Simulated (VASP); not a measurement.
# PbS (CsCl type) (Pm-3m) in VASP: further runs

Runs on PbS (CsCl type). Level: PBE. Tasks: single point, relaxation of cell and atoms.

All numbers are computed with VASP 6.6.1; they aren't measurements. Logs are shortened: lines on timing, memory, paths and dates and some standing lists are left out, and cuts for length are marked.

## Step 1: The cell of the first run

Symmetry: Pm-3m, No. 221, cubic system. The conventional cell has a = 3.252 Å, b = 3.252 Å, c = 3.252 Å, α = 90.00°, β = 90.00°, γ = 90.00°. Pb (site symmetry m-3m) has 8 S at 2.82 Å and 6 Pb at 3.25 Å within 3.7 Å. S (site symmetry m-3m) has 8 Pb at 2.82 Å and 6 S at 3.25 Å within 3.7 Å.

## Step 2: Single point, PBE

File INCAR:

```
  PREC = Accurate
  ENCUT = 520
  EDIFF = 1E-6
  ISMEAR = -1
  SIGMA = 0.1
  LREAL = F
  LASPH = T
  NELM = 80
  ALGO = Normal
  ISIF = 2
  LWAVE = F
  LCHARG = F
  GGA = PE
  NBANDS = 17
```

File KPOINTS:

```
Automatic mesh
0
Gamma
  13 13 13
```

File POSCAR:

```
PbS
1.0
    3.2518329417      0.0000000000      0.0000000000
    0.0000000000      3.2518329417      0.0000000000
    0.0000000000      0.0000000000      3.2518329417
Pb S
1 1
Direct
    0.0000000000      0.0000000000      0.0000000000
    0.5000000000      0.5000000000      0.5000000000
```

Potentials or basis: VASP PAW PBE potentials, release 64 (Pb_d, S).

Command:

```bash
$ cat potpaw_PBE.64/Pb_d/POTCAR potpaw_PBE.64/S/POTCAR > POTCAR
$ mpirun -np 1 vasp_std > vasp.out
```

OUTCAR:

```text
PREC = Accurate
   ENCUT = 520
   EDIFF = 1E-6
   ISMEAR = -1
   LREAL = F
   LASPH = T
   NELM = 80
   ISIF = 2
   GGA = PE

 ion  position               nearest neighbor table
   1  0.000  0.000  0.000-   2 2.82   2 2.82   2 2.82   2 2.82   2 2.82   2 2.82   2 2.82   2 2.82

   2  0.500  0.500  0.500-   1 2.82   1 2.82   1 2.82   1 2.82   1 2.82   1 2.82   1 2.82   1 2.82

  LATTYP: Found a simple cubic cell.
 ALAT       =     3.2518329417

  Lattice vectors:

 A1 = (   3.2518329417,   0.0000000000,   0.0000000000)
 A2 = (   0.0000000000,   3.2518329417,   0.0000000000)
 A3 = (   0.0000000000,   0.0000000000,   3.2518329417)

Analysis of symmetry for initial positions (statically):
=====================================================================
 Subroutine PRICEL returns:
 Original cell was already a primitive cell.

 Routine SETGRP: Setting up the symmetry group for a
 simple cubic supercell.

 Subroutine GETGRP returns: Found 48 space group operations
 (whereof 48 operations were pure point group operations)
 out of a pool of 48 trial point group operations.

The static configuration has the point symmetry O_h .

Analysis of symmetry for dynamics (positions and initial velocities):
=====================================================================
 Subroutine PRICEL returns:
 Original cell was already a primitive cell.

 Routine SETGRP: Setting up the symmetry group for a
 simple cubic supercell.

 Subroutine GETGRP returns: Found 48 space group operations
 (whereof 48 operations were pure point group operations)
 out of a pool of 48 trial point group operations.

The dynamic configuration has the point symmetry O_h .

 Subroutine INISYM returns: Found 48 space group operations
 (whereof 48 operations are pure point group operations),
 and found     1 'primitive' translations

----------------------------------------------------------------------------------------

                                     Primitive cell

  volume of cell :      34.3862

  direct lattice vectors                    reciprocal lattice vectors
     3.251832942  0.000000000  0.000000000     0.307518873  0.000000000  0.000000000
     0.000000000  3.251832942  0.000000000     0.000000000  0.307518873  0.000000000
     0.000000000  0.000000000  3.251832942     0.000000000  0.000000000  0.307518873

  length of vectors
     3.251832942  3.251832942  3.251832942     0.307518873  0.307518873  0.307518873

  position of ions in fractional coordinates (direct lattice)
     0.000000000  0.000000000  0.000000000
     0.500000000  0.500000000  0.500000000

  ion indices of the primitive-cell ions
   primitive index   ion index
                 1           1
                 2           2

----------------------------------------------------------------------------------------

 KPOINTS: Automatic mesh

Automatic generation of k-mesh.
 Grid dimensions read from file:
 generate k-points for:   13   13   13

 Generating k-lattice:

  Cartesian coordinates                     Fractional coordinates (reciprocal lattice)
     0.023655298  0.000000000  0.000000000     0.076923077  0.000000000  0.000000000
     0.000000000  0.023655298  0.000000000     0.000000000  0.076923077  0.000000000
     0.000000000  0.000000000  0.023655298     0.000000000  0.000000000  0.076923077

  Length of vectors
     0.023655298  0.023655298  0.023655298

  Shift w.r.t. Gamma in fractional coordinates (k-lattice)
     0.000000000  0.000000000  0.000000000

 Subroutine IBZKPT returns following result:
 ===========================================

 Found     84 irreducible k-points:

 Following reciprocal coordinates:
            Coordinates               Weight
  0.000000  0.000000  0.000000      1.000000
  0.076923  0.000000  0.000000      6.000000
  0.153846  0.000000  0.000000      6.000000
  0.230769  0.000000  0.000000      6.000000
  0.307692  0.000000  0.000000      6.000000
  0.384615  0.000000  0.000000      6.000000
[... 16 lines left out ...]
  0.307692  0.307692  0.000000     12.000000
  0.384615  0.307692  0.000000     24.000000
 [... further k-points ...]
   k-points           NKPTS =     84   k-points in BZ     NKDIM =     84   number of bands    NBANDS=     17
   number of dos      NEDOS =    301   number of ions     NIONS =      2
   total plane-waves  NPLWV =  13824
   dimension x,y,z NGX =    24 NGY =   24 NGZ =   24
   dimension x,y,z NGXF=    48 NGYF=   48 NGZF=   48
   ions per type =               1   1
   NGX,Y,Z   is equivalent  to a cutoff of  12.27, 12.27, 12.27 a.u.
   NGXF,Y,Z  is equivalent  to a cutoff of  24.54, 24.54, 24.54 a.u.
 SYSTEM =  unknown system
   PREC   = accura    normal or accurate (medium, high low for compatibility)
   ISTART =      0    job   : 0-new  1-cont  2-samecut
   ICHARG =      2    charge: 1-file 2-atom 10-const
   ISPIN  =      1    spin polarized calculation?
   LNONCOLLINEAR =      F non collinear calculations
   LSORBIT =      F    spin-orbit coupling
   LASPH  =      T    aspherical Exc in radial PAW
   ENCUT  =  520.0 eV  38.22 Ry    6.18 a.u.   6.05  6.05  6.05*2*pi/ulx,y,z
   NELM   =     80;   NELMIN=  2; NELMDL= -5     # of ELM steps
   EDIFF  = 0.1E-05   stopping-criterion for ELM
   LREAL  =      F    real-space projection
   EDIFFG = 0.1E-04   stopping-criterion for IOM
   NSW    =      0    number of steps for IOM
   IBRION =     -1    ionic relax: 0-MD 1-quasi-New 2-CG
   NFREE  =      0    steps in history (QN), initial steepest desc. (CG)
   ISIF   =      2    stress and relaxation
   ISYM   =      2    0-nonsym 1-usesym 2-fastsym
   POTIM  = 0.5000    time-step for ionic-motion
   TEBEG  =    0.0;   TEEND  =   0.0 temperature during run
   PSTRESS=    0.0 pullay stress
   NELECT =      20.0000    total number of electrons
   NUPDOWN=      -1.0000    fix difference up-down
   EMIN   =  10.00;   EMAX   =-10.00  energy-range for DOS
   EFERMI =   0.00;   METHOD = LEGACY
   ISMEAR =    -1;   SIGMA  =   0.10  broadening in eV -4-tet -1-fermi 0-gaus
   EFERMI_NEDOS =   21; number of points for ismear=-14 and -15
   IALGO  =     38    algorithm
   IMIX   =      4    mixing-type and parameters
     AMIX     =   0.40;   BMIX     =  1.00
     AMIX_MAG =   1.60;   BMIX_MAG =  1.00
  volume/ion in A,a.u.               =      17.19       116.02
  Fermi-wavevector in a.u.,A,eV,Ry     =   1.366543  2.582392 25.408057  1.867439
  Thomas-Fermi vector in A             =   2.492674
   LORBIT       =      0    0 simple, 1 ext, 2 COOP (PROOUT), +10 PAW based schemes
   GGA     = PE    functional components
   LHFCALC =     F    Hartree Fock is set to
   AEXX    =    0.0000 exact exchange contribution
   IVDW    =     0    specifies the selected vdW correction
   LEPSILON=     F    determine dielectric tensor
   LRPA    =     F    only Hartree local field effects (RPA)
 non-spin polarized calculation
  energy-cutoff  :      520.00
  volume of cell :       34.39
 maximum number of plane-waves:       944
   NGX = 13   NGY = 13   NGZ = 13

 number of electron      20.0000000 magnetization

 Free energy of the ion-electron system (eV)
  ---------------------------------------------------
  ext. energy  EPLUGINS =         0.00000000
  ---------------------------------------------------
  free energy    TOTEN  =        -6.94658254 eV

  energy without entropy =       -6.91966905  energy(sigma->0) =       -6.93312580

 E-fermi :  11.1441     XC(G=0): -11.9661

 val. band max:       11.1257061982   @ k =   0.3846   0.0769   0.0000
 cond. band min:      11.1574893967   @ k =   0.2308   0.2308   0.1538
 fundamental gap:      0.0317831985
 Fermi energy:        11.1440932624

 k-point     1 :       0.0000    0.0000    0.0000
  band No.  band energies     occupation
      1      -6.3688      2.00000
      2      -6.3688      2.00000
      3      -5.7843      2.00000
      4      -5.7843      2.00000
      5      -5.7843      2.00000
      6      -5.3628      2.00000
[... 9 lines left out ...]
     16      24.6843      0.00000
     17      24.6843      0.00000

 k-point     2 :       0.0769    0.0000    0.0000
  band No.  band energies     occupation
      1      -6.3663      2.00000
      2      -6.3450      2.00000
      3      -5.7962      2.00000
      4      -5.7962      2.00000
      5      -5.7830      2.00000
      6      -5.2842      2.00000
[... 9 lines left out ...]
     16      24.6470      0.00000
     17      24.6695      0.00000

 k-point     3 :       0.1538    0.0000    0.0000
  band No.  band energies     occupation
      1      -6.3593      2.00000
      2      -6.2811      2.00000
      3      -5.8292      2.00000
      4      -5.8292      2.00000
      5      -5.7796      2.00000
      6      -5.0483      2.00000
[... 9 lines left out ...]
     16      24.5200      0.00000
     17      24.6355      0.00000

 k-point     4 :       0.2308    0.0000    0.0000
  band No.  band energies     occupation
      1      -6.3495      2.00000
      2      -6.1946      2.00000
      3      -5.8752      2.00000
      4      -5.8752      2.00000
      5      -5.7748      2.00000
      6      -4.6609      2.00000
[... 9 lines left out ...]
     16      23.5238      0.00000
     17      24.3549      0.00000

 k-point     5 :       0.3077    0.0000    0.0000
  band No.  band energies     occupation
      1      -6.3391      2.00000
      2      -6.1057      2.00000
      3      -5.9233      2.00000
      4      -5.9233      2.00000
      5      -5.7697      2.00000
      6      -4.1461      2.00000
[... 9 lines left out ...]
     16      22.6222      0.00000
     17      24.1876      0.00000

 k-point     6 :       0.3846    0.0000    0.0000
  band No.  band energies     occupation
      1      -6.3304      2.00000
      2      -6.0332      2.00000
      3      -5.9626      2.00000
      4      -5.9626      2.00000
      5      -5.7654      2.00000
      6      -3.5692      2.00000
[... 9 lines left out ...]
     16      23.9887      0.00000
     17      24.0537      0.00000

 k-point     7 :       0.4615    0.0000    0.0000
  band No.  band energies     occupation
      1      -6.3255      2.00000
      2      -5.9924      2.00000
      3      -5.9846      2.00000
      4      -5.9846      2.00000
      5      -5.7631      2.00000
      6      -3.1096      2.00000
[... 9 lines left out ...]
     16      23.9800      0.00000
     17      26.1150      0.00000

 k-point     8 :       0.0769    0.0769    0.0000
  band No.  band energies     occupation
      1      -6.3533      2.00000
      2      -6.3312      2.00000
      3      -5.8136      2.00000
      4      -5.7967      2.00000
      5      -5.7931      2.00000
      6      -5.2007      2.00000
[... 9 lines left out ...]
     16      23.9174      0.00000
     17      24.4596      0.00000
[... 203 lines left out ...]
      1      -6.2601      2.00000
      2      -6.0861      2.00000
      3      -6.0617      2.00000
      4      -5.8682      2.00000
      5      -5.8525      2.00000
      6      -3.8746      2.00000
[... 9 lines left out ...]
     16      22.0583      0.00000
     17      23.6237      0.00000

 k-point    20 :       0.3077    0.2308    0.0000
  band No.  band energies     occupation
      1      -6.2379      2.00000
      2      -6.1726      2.00000
      3      -5.9693      2.00000
      4      -5.9067      2.00000
      5      -5.8513      2.00000
      6      -3.3414      2.00000
[... 9 lines left out ...]
     16      22.2398      0.00000
     17      23.8094      0.00000

 k-point    21 :       0.3846    0.2308    0.0000
  band No.  band energies     occupation
      1      -6.2386      2.00000
      2      -6.2221      2.00000
      3      -5.9432      2.00000
      4      -5.8907      2.00000
      5      -5.8454      2.00000
      6      -2.7570      2.00000
[... 9 lines left out ...]
     16      23.6558      0.00000
     17      24.3082      0.00000

 k-point    22 :       0.4615    0.2308    0.0000
  band No.  band energies     occupation
      1      -6.2720      2.00000
      2      -6.2157      2.00000
      3      -5.9638      2.00000
      4      -5.8462      2.00000
      5      -5.8419      2.00000
      6      -2.2976      2.00000
[... 9 lines left out ...]
     16      24.2542      0.00000
     17      24.5869      0.00000

 k-point    23 :       0.3077    0.3077    0.0000
  band No.  band energies     occupation
      1      -6.2785      2.00000
      2      -6.2068      2.00000
      3      -5.9031      2.00000
      4      -5.8894      2.00000
      5      -5.8755      2.00000
      6      -2.8079      2.00000
[... 9 lines left out ...]
     16      22.8073      0.00000
     17      23.8946      0.00000

 k-point    24 :       0.3846    0.3077    0.0000
  band No.  band energies     occupation
      1      -6.3569      2.00000
      2      -6.1878      2.00000
      3      -5.9327      2.00000
      4      -5.8878      2.00000
      5      -5.7935      2.00000
      6      -2.2364      2.00000
[... 9 lines left out ...]
     16      23.7642      0.00000
     17      24.3965      0.00000

 [... further k-points ...]

------------------------ aborting loop because EDIFF is reached ----------------------------------------

  FORCE on cell =-STRESS in cart. coord.  units (eV):
  Direction    XX          YY          ZZ          XY          YZ          ZX
  --------------------------------------------------------------------------------------
  -------------------------------------------------------------------------------------
  Total        8.5567443      8.5567443      8.5567443     -0.0000000     -0.0000000      0.0000000
  in kB      398.6891882    398.6891882    398.6891882     -0.0000000     -0.0000000      0.0000000
  external PRESSURE =     398.6891882 kB  Pullay stress =       0.0000000 kB

 VOLUME and BASIS-vectors are now :
 -----------------------------------------------------------------------------
  energy-cutoff  :      520.00
  volume of cell :       34.39
      direct lattice vectors                 reciprocal lattice vectors
     3.251832942  0.000000000  0.000000000     0.307518873  0.000000000  0.000000000
     0.000000000  3.251832942  0.000000000     0.000000000  0.307518873  0.000000000
     0.000000000  0.000000000  3.251832942     0.000000000  0.000000000  0.307518873

 POSITION                                       TOTAL-FORCE (eV/Angst)
 -----------------------------------------------------------------------------------
      0.00000      0.00000      0.00000         0.000000      0.000000      0.000000
      1.62592      1.62592      1.62592         0.000000      0.000000      0.000000
 -----------------------------------------------------------------------------------
    total drift:                                0.000000      0.000000     -0.000000

  FREE ENERGIE OF THE ION-ELECTRON SYSTEM (eV)
  ---------------------------------------------------
  free  energy   TOTEN  =        -6.9465825392 eV

  energy  without entropy=       -6.9196690549  energy(sigma->0) =       -6.93312580
```

It took 33 s on 1 thread of Intel Xeon 8259CL, shared host; peak memory 0.17 GiB.

Results:

- Free energy: -6.9466 eV
- Pressure: 39.9 GPa
- Band gap on the k mesh: zero (bands 10 and 11 overlap by 2.04 eV)

Caveat: the cell stands under pressure; spin-orbit coupling is left out, which moves the levels of the heavy elements.

(Part 1 of 2 ends here.)
